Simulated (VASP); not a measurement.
PbSe (Clausthalite), 2 atoms in the cell. Symmetry: Fm-3m, No. 225, cubic system. Conventional cell: a = 5.996 Å, b = 5.996 Å, c = 5.996 Å, α = 90.00°, β = 90.00°, γ = 90.00°. Pb (site symmetry m-3m) has 6 Se at 3.00 Å within 3.9 Å. Se (site symmetry m-3m) has 6 Pb at 3.00 Å within 3.9 Å. 

```yaml
Program: VASP 6.6.1
Task: single point
Functional: PBE exchange alone
Potentials_or_basis: VASP PAW PBE potentials, release 64 (Pb_d, Se)
Cutoff: 520 eV
k_mesh: 8 × 8 × 8
Occupations: fermi-dirac, width 0.05 eV
Spin: no spin polarisation
Dipole_correction: no
Further_INCAR_settings: ALGO = Normal; EDIFF = 1e-07; NBANDS = 17
```

Potentials or basis: VASP PAW PBE potentials, release 64 (Pb_d, Se).

Run with:

```sh
$ cat potpaw_PBE.64/Pb_d/POTCAR potpaw_PBE.64/Se/POTCAR > POTCAR
$ mpirun -np 1 vasp_std > vasp.out
```

Hardware: 1 thread of Intel Xeon 6975P-C (shared host).

How long does it take, and how much memory?

Wall time 12 s on 1 thread of Intel Xeon 6975P-C, on a shared host, peak memory 0.18 GiB. Counts: scf iterations 13, k points 29.
